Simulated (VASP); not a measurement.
Ni: single point with PBEsol

Crystal: Ni.

```
Ni
1.0
     1.21592   -4.31972    0.00000
     1.21592    4.31972    0.00000
     0.00000    0.00000    4.10414
Ni
4
Direct
  0.13180 0.86820 0.00001
  0.63180 0.36820 0.49999
  0.86820 0.13180 0.99999
  0.36820 0.63180 0.50001
```

- Program: VASP 6.6.1
- Task: single point
- Functional: PBEsol
- Potentials or basis: VASP PAW PBE potentials, release 64 (Ni)
- Cutoff: 520 eV
- k mesh: 6 × 6 × 6
- Occupations: gaussian, width 0.1 eV
- Spin: collinear spin, ferromagnetic start
- Starting moments: [0.75, 0.75, 0.75, 0.75] μB

| Item | Value |
| --- | --- |
| Pressure | 2.0 GPa |
| Net moment | 2.24 μB per cell |
| Site moments | Ni +0.56 μB |
| Valence electrons inside the program's atomic spheres | Ni 9.40 |

Stress tensor (GPa, compression positive):
```
1.69 0.00 0.00
0.00 2.50 0.00
0.00 0.00 1.76
```

Levels at points of the mesh, in eV from the Fermi level:
Spin up:
```
           k point  band 19  band 20  band 21  band 22  band 23  band 24
(0.00, 0.00, 0.00)    -0.44    -0.34    -0.20    -0.15     0.06     4.63
(0.50, 0.00, 0.00)    -0.36    -0.36     1.52     1.52     4.56     4.56
(0.50, 0.50, 0.00)    -0.44    -0.25    -0.22    -0.10     3.02     3.77
(0.00, 0.00, 0.50)    -0.93    -0.93    -0.74    -0.74     3.25     3.25
(0.50, 0.00, 0.50)    -0.22    -0.22     1.33     1.33     3.41     3.41
(0.50, 0.50, 0.50)    -0.61    -0.61    -0.57    -0.57    -0.33    -0.33
```
Spin down:
```tsv
k point	band 15	band 16	band 17	band 18	band 19	band 20	band 21	band 22	band 23	band 24
(0.00, 0.00, 0.00)	-0.62	-0.59	-0.55	-0.47	-0.13	0.18	0.48	0.54	0.84	5.07
(0.50, 0.00, 0.00)	-0.73	-0.73	-0.39	-0.39	0.35	0.35	2.00	2.00	4.81	4.81
(0.50, 0.50, 0.00)	-1.10	-0.58	-0.37	-0.08	0.23	0.43	0.45	0.58	3.14	3.90
(0.00, 0.00, 0.50)	-0.65	-0.65	-0.61	-0.61	-0.28	-0.28	-0.23	-0.23	3.41	3.41
(0.50, 0.00, 0.50)	-0.20	-0.20	0.45	0.45	0.49	0.49	1.74	1.74	3.54	3.54
(0.50, 0.50, 0.50)	-0.83	-0.83	-0.47	-0.47	-0.15	-0.15	-0.13	-0.13	0.34	0.34
```

Wall time 4.6 min on 1 thread of Oxide Virtual Turin-like Processor, on a shared host, peak memory 0.24 GiB.

Caveat: the k points lie up to 0.45 Å⁻¹ apart; the PAW data sets were made with another functional, which shifts forces and pressure a little.
